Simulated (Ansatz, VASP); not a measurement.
Ge in VASP and in Ansatz

File INCAR:

```
ALGO = Normal ; EDIFF = 1E-6
ENCUT = 500 ; GGA = PE
GGA_COMPAT = False ; ISIF = 2
ISMEAR = 0 ; LASPH = True
LCHARG = True ; LELF = True
LREAL = False ; LVHAR = True
LWAVE = False ; NBANDS = 21
NELM = 120 ; PREC = Accurate
SIGMA = 0.01
```

KPOINTS

```
k-points
0
Gamma
  6 6 6
```

POSCAR

```
Ge
1.0
    0.0000000000      2.7312825750      2.7312825750
    2.7312825750      0.0000000000      2.7312825750
    2.7312825750      2.7312825750      0.0000000000
Ge
2
Direct
    0.0000000000      0.0000000000      0.0000000000
    0.2500000000      0.2500000000      0.2500000000
```

Input for Ansatz:

```yaml
crystal:
  lattice:
    - [0.0, 2.731282575004712, 2.731282575004712]
    - [2.731282575004712, 0.0, 2.731282575004712]
    - [2.731282575004712, 2.731282575004712, 0.0]
  atoms:
    - { symbol: Ge, position: [0.0, 0.0, 0.0] }
    - { symbol: Ge, position: [0.25, 0.25, 0.25] }
basis:
  ecutwfc: 500.0
kpoints:
  mp_grid:
    grid: [6, 6, 6]
hamiltonian:
  xc: pbe
scf:
  occupations:
    method: fixed
output:
  stress: true
```

Alike in both runs: task single point; functional PBE; k mesh 6 × 6 × 6; no spin polarisation.

|  | VASP | Ansatz |
| --- | --- | --- |
| version | VASP 6.6.1 | Ansatz 0.2.0 |
| potentials or method | VASP PAW PBE potentials, release 64 (Ge_d), cutoff 500 eV | plane waves, PAW |
| occupations | gaussian, width 0.01 eV | fixed |
| valence electrons in the cell | 28 | 28 |

```tsv
	VASP	Ansatz	Ansatz less VASP
pressure (GPa)	13.7	13.8	+0.08
```
